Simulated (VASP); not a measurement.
**GaB3: single point with PBE**

The system is GaB3.

```
CELL_PARAMETERS angstrom
2.69919 -2.94741 0.00000
2.69919 2.94741 0.00000
0.00000 0.00000 2.91111
ATOMIC_POSITIONS crystal
Ga 0.50000 0.50000 0.50000
B 0.14140 0.85860 0.50000
B 0.85860 0.14140 0.50000
B 0.00000 0.00000 0.00000
```

```yaml
Program: VASP 6.6.1
Task: single point
Functional: PBE
Potentials_or_basis: VASP PAW PBE potentials, release 64 (Ga_d, B)
Cutoff: 520 eV
k_mesh: 12 × 12 × 16
Occupations: gaussian, width 0.1 eV
Spin: no spin polarisation
Dipole_correction: no
Further_INCAR_settings: ALGO = Normal; EDIFF = 1e-06; NBANDS = 19
```

```yaml
Pressure: 0.0 GPa
Largest_force: 0.015 eV/Å
Band_gap_on_the_k_mesh: zero (band 11 reaches 7.22 eV, above the bottom of band 12 at 2.94 eV)
```

Forces on the atoms (eV/Å):
```
Ga   0.000  0.000  0.000
B    0.000 -0.015  0.000
B    0.000  0.015  0.000
B    0.000  0.000  0.000
```

Levels at points of the mesh, in eV from the Fermi level:
| k point | band 7 | band 8 | band 9 | band 10 | band 11 | band 12 | band 13 | band 14 | band 15 | band 16 |
| --- | --- | --- | --- | --- | --- | --- | --- | --- | --- | --- |
| (0.00, 0.00, 0.00) | -6.99 | -5.58 | -4.03 | -3.86 | -0.41 | 2.07 | 2.55 | 4.72 | 5.43 | 5.76 |
| (0.50, 0.00, 0.00) | -9.48 | -4.11 | -3.74 | -3.69 | -1.23 | 0.75 | 4.50 | 4.68 | 6.29 | 6.43 |
| (0.50, 0.50, 0.00) | -8.02 | -7.34 | -6.53 | -3.60 | 2.37 | 3.08 | 4.62 | 5.67 | 6.33 | 7.68 |
| (0.00, 0.00, 0.50) | -9.05 | -5.10 | -2.89 | -2.43 | -0.61 | -0.17 | 1.18 | 1.49 | 5.78 | 6.88 |
| (0.50, 0.00, 0.50) | -8.45 | -6.37 | -4.42 | -2.76 | -0.78 | 0.00 | 2.90 | 3.11 | 3.34 | 6.58 |
| (0.50, 0.50, 0.50) | -8.15 | -5.06 | -4.39 | -4.02 | -3.63 | -1.06 | -0.33 | 4.79 | 6.69 | 9.71 |

Wall time 120 s on 1 thread of Intel(R) Xeon(R) Platinum 8559C (Emerald Rapids), with other jobs on the host, peak memory 0.39 GiB.
